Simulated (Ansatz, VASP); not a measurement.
# Ge3S in VASP and in Ansatz

```
Ge S
1.0
     5.30839    0.00000    0.00000
     0.00000    5.30839    0.00000
     0.00000    0.00000    5.30839
Ge S
6 2
Direct
  0.50000 0.25000 0.00000
  0.50000 0.75000 0.00000
  0.25000 0.00000 0.50000
  0.75000 0.00000 0.50000
  0.00000 0.50000 0.25000
  0.00000 0.50000 0.75000
  0.50000 0.50000 0.50000
  0.00000 0.00000 0.00000
```

Change from the starting cell: species swapped into the Mo3Ir type (Pm-3n, No. 223).

Alike in both runs: task single point; functional PBE; k mesh 4 × 4 × 4; occupations gaussian, width 0.1 eV; no spin polarisation.

```csv
,VASP,Ansatz
version,VASP 6.6.1,Ansatz 0.2.0
potentials or method,"VASP PAW PBE potentials, release 64 (Ge_d, S), cutoff 520 eV","scalar-relativistic, plane waves, PAW"
valence electrons in the cell,96,96
```

```tsv
	VASP	Ansatz	Ansatz less VASP
gap on the k mesh at the Fermi level (eV)	none	none	-
pressure (GPa)	3.0	3.1	+0.02
```

A gap of «none» marks a metal or a gap that the smearing closes.
